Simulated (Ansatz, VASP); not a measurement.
## One calculation of SrTiO3, two programs

File INCAR:

```
SYSTEM = SrTiO3
ALGO = Normal ; EDIFF = 1E-6
ENCUT = 520 ; GGA = PE
ISIF = 2 ; ISMEAR = -1
LASPH = .TRUE. ; LCHARG = .FALSE.
LREAL = .FALSE. ; LWAVE = .FALSE.
NBANDS = 28 ; NELM = 80
PREC = Accurate ; SIGMA = 0.05
```

Contents of KPOINTS:

```
k-points
0
G
  7 7 7
  0 0 0
```

POSCAR

```
SrTiO3
1.0
    3.9050000000      0.0585750000      0.0585750000
    0.0585750000      3.9050000000      0.0585750000
    0.0585750000      0.0585750000      3.9050000000
Sr Ti O
1 1 3
Direct
    0.0000000000      0.0000000000      0.0000000000
    0.5000000000      0.5000000000      0.5000000000
    0.0000000000      0.5000000000      0.5000000000
    0.5000000000      0.0000000000      0.5000000000
    0.5000000000      0.5000000000      0.0000000000
```

Input for Ansatz:

```yaml
crystal:
  lattice:
    - [3.905, 0.058575, 0.058575]
    - [0.058575, 3.905, 0.058575]
    - [0.058575, 0.058575, 3.905]
  atoms:
    - { symbol: Sr, position: [0.0, 0.0, 0.0] }
    - { symbol: Ti, position: [0.5, 0.5, 0.5] }
    - { symbol: O, position: [0.0, 0.5, 0.5] }
    - { symbol: O, position: [0.5, 0.0, 0.5] }
    - { symbol: O, position: [0.5, 0.5, 0.0] }
kpoints:
  mp_grid: { grid: [7, 7, 7] }
  band_path:
    path:
      - [0.0, 0.0, 0.0]
      - [0.5, 0.5, 0.5]
      - [0.5284899614, 0.4715100386, 0.5]
      - [0.5, -0.4715100386, 0.4715100386]
      - [0.5, 0.0, 0.0]
      - [0.0, 0.0, 0.0]
      - [0.4857550193, -0.4857550193, 0.0]
      - [0.5142449807, 0.0, 0.4857550193]
      - [0.5, 0.0, 0.5]
    npoints: 5
scf:
  occupations: { method: fermi_dirac, width: 0.05 }
hamiltonian:
  xc: pbe
  pseudopotentials: { kind: all_electron, lapw: { basis_error: 0.001 } }
output:
  forces: true
  stress: true
  eigenvalues: true
```

Change from the starting cell: equal xy, yz and zx shear strains of +3 %.

Alike in both runs: task single point; functional PBE; k mesh 7 × 7 × 7; occupations fermi-dirac, width 0.05 eV; no spin polarisation.

|  | VASP | Ansatz |
| --- | --- | --- |
| version | VASP 6.6.1 | Ansatz 0.2.0 |
| potentials or method | VASP PAW PBE potentials, release 64 (Sr_sv, Ti_sv, O), cutoff 520 eV | all-electron LAPW, scalar-relativistic |

|  | VASP | Ansatz | Ansatz less VASP |
| --- | --- | --- | --- |
| gap on the k mesh at the Fermi level (eV) | 1.83 | 1.85 | +0.025 |
| pressure (GPa) | 5.2 | 4.5 | -0.69 |
| traceless stress, the component that is largest in VASP (GPa) | -3.39 | -3.37 | +0.013 |

Ansatz ran all-electron here, and VASP with PAW potentials.
